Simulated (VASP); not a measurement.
Set up this calculation in VASP 6.6.1, as the native input.

```yaml
Task: single point
Functional: PBE
Potentials_or_basis: VASP PAW PBE potentials, release 64 (Hf_pv, O)
Cutoff: 520 eV
k_mesh: 6 × 6 × 6
Occupations: fermi-dirac, width 0.02 eV
Spin: no spin polarisation
Dipole_correction: no
Further_INCAR_settings: ALGO = Normal; EDIFF = 1e-06; NBANDS = 56
```

The structure of HfO2 lies in POSCAR:

```
HfO2
1.0
    5.2672807987      0.0000000000      0.0046371300
    0.0000000000      5.3368501517      0.0000000000
   -0.9009311049      0.0000000000      5.0885168161
Hf O
4 8
Direct
    0.2741607646      0.4572430123      0.7073767294
    0.7258392354      0.9572430123      0.7926232706
    0.7258392354      0.5427569877      0.2926232706
    0.2741607646      0.0427569877      0.2073767294
    0.4548992943      0.7418720274      0.9803972991
    0.5451007057      0.2418720274      0.5196027009
    0.5451007057      0.2581279726      0.0196027009
    0.4548992943      0.7581279726      0.4803972991
    0.0716911409      0.3431833823      0.3336112693
    0.9283088591      0.8431833823      0.1663887307
    0.9283088591      0.6568166177      0.6663887307
    0.0716911409      0.1568166177      0.8336112693
```

This cell differs from its parent crystal: epitaxial xy strain +3.0%.

These files were run (other wordings do the same):

INCAR

```
  PREC = Accurate
  ENCUT = 520
  EDIFF = 1E-6
  ISMEAR = -1
  SIGMA = 0.02
  LREAL = F
  LASPH = T
  NELM = 60
  ALGO = Normal
  ISIF = 2
  LWAVE = F
  LCHARG = T
  GGA = PE
  LELF = T
  LVHAR = T
  NBANDS = 56
```

KPOINTS

```
Automatic mesh
0
Gamma
  6 6 6
```

Potentials or basis: VASP PAW PBE potentials, release 64 (Hf_pv, O).

Run with:

```sh
$ cat potpaw_PBE.64/Hf_pv/POTCAR potpaw_PBE.64/O/POTCAR > POTCAR
$ mpirun -np 1 vasp_std > vasp.out
```

It gave:

| Property | Result |
| --- | --- |
| Pressure | -5.7 GPa |
| Largest force | 0.030 eV/Å |
| Band gap on the k mesh | 3.98 eV (least direct gap 4.05 eV) |

Caveat: the cell differs from its parent crystal (epitaxial xy strain +3.0%); the stress differs along the axes, from -10 to 2 GPa; spin-orbit coupling is left out, which moves the levels of the heavy elements.

It took 7.7 min on 1 thread of Intel(R) Xeon(R) Platinum 8488C (Sapphire Rapids), on a shared host, peak memory 0.55 GiB.
